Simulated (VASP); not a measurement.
Wanted: the native input for a VASP 6.6.1 run.

```
Task                   : single point
Functional             : LDA
Potentials or basis    : VASP PAW LDA potentials, release 64 (Rh_pv)
Cutoff                 : 520 eV
k mesh                 : 11 × 11 × 6
Occupations            : gaussian, width 0.1 eV
Spin                   : no spin polarisation
Dipole correction      : no
Further INCAR settings : ALGO = Normal; EDIFF = 1e-06; NBANDS = 22
```

The structure of Rh lies in POSCAR:

```
Rh
1.0
    2.7309790000      0.0000000000      0.0000000000
   -1.3654895000      2.3650971912      0.0000000000
    0.0000000000      0.0000000000      4.4284890000
Rh
2
Direct
    0.6666666667      0.3333333333      0.7500000000
    0.3333333333      0.6666666667      0.2500000000
```

One way to write it, as run:

INCAR

```
SYSTEM = Rh
  ALGO = Normal
  EDIFF = 1E-6
  ENCUT = 520
  ISIF = 2
  ISMEAR = 0
  LASPH = .True.
  LCHARG = .False.
  LREAL = .False.
  LWAVE = .False.
  NBANDS = 22
  NELM = 60
  PREC = Accurate
  SIGMA = 0.1
```

KPOINTS

```
k-points
0
Gamma
  11 11 6
  0 0 0
```

Potentials or basis: VASP PAW LDA potentials, release 64 (Rh_pv).

Launch:

```sh
$ cat potpaw_LDA.64/Rh_pv/POTCAR > POTCAR
$ mpirun -np 1 vasp_std > vasp.out
```

Results of the run:

| Quantity | Value |
| --- | --- |
| Pressure | -18.8 GPa |
| Band gap on the k mesh | zero (band 15 reaches 11.66 eV, above the bottom of band 16 at 9.44 eV) |

Wall time 18 s on 1 thread of Intel Xeon 6975P-C, with other jobs on the host, peak memory 0.14 GiB.
